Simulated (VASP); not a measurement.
Wanted: the native input for a VASP 6.6.1 run.

| Item | Value |
| --- | --- |
| Task | single point |
| Functional | PBEsol |
| Potentials or basis | VASP PAW PBE potentials, release 64 (Al, Cu) |
| Cutoff | 520 eV |
| k mesh | 12 × 12 × 8, shifted |
| Occupations | gaussian, width 0.1 eV |
| Spin | no spin polarisation |
| Dipole correction | no |
| Further INCAR settings | ALGO = Fast; EDIFF = 1e-06; NBANDS = 24; ISYM = 0 |

The structure of Al3Cu2 lies in POSCAR:

```
Al3Cu2
1.0
    4.0930865611      0.0031463244     -0.0011264343
   -2.0438184837      3.5462901040      0.0011264343
   -0.0013744144      0.0007935185      4.9887270917
Al Cu
3 2
Direct
    0.0000000000      0.0000000000      0.0000000000
    0.3331874664      0.6668125336      0.3515556183
    0.6668125336      0.3331874664      0.6484443817
    0.3334184345      0.6665815655      0.8421023885
    0.6665815655      0.3334184345      0.1578976115
```

These files were run (other wordings do the same):

INCAR

```
SYSTEM = Al3Cu2
PREC     = Accurate       ! precision mode
ENCUT    = 520            ! plane-wave cutoff, eV
EDIFF    = 1E-6           ! SCF threshold, eV
ISMEAR   = 0              ! smearing method
SIGMA    = 0.1            ! smearing width, eV
LREAL    = .False.        ! projectors in reciprocal space
LASPH    = .True.         ! aspherical terms in the spheres
NELM     = 100            ! most SCF steps
ALGO     = Fast           ! electronic algorithm
ISIF     = 2              ! what is computed and relaxed
LWAVE    = .False.        ! write WAVECAR
LCHARG   = .False.        ! write CHGCAR
GGA      = PS             ! functional
NBANDS   = 24             ! bands
ISYM     = 0
```

KPOINTS

```
Automatic mesh
0
Gamma
  12 12 8
  0.5 0.5 0.5
```

Potentials or basis: VASP PAW PBE potentials, release 64 (Al, Cu).

The run is started by

```console
$ cat potpaw_PBE.64/Al/POTCAR potpaw_PBE.64/Cu/POTCAR > POTCAR
$ mpirun -np 1 vasp_std > vasp.out
```

Results of the run:

The pressure is -1.9 GPa and the largest force is 0.004 eV/Å. The band gap on the k mesh is zero (an odd number of electrons rules out a gap without spin polarisation).

Caveat: the PAW data sets were made with another functional, which shifts forces and pressure a little.

Run time: 23 min on 1 thread of Intel(R) Xeon(R) Platinum 8488C (Sapphire Rapids), with other jobs on the host, peak memory 0.85 GiB.
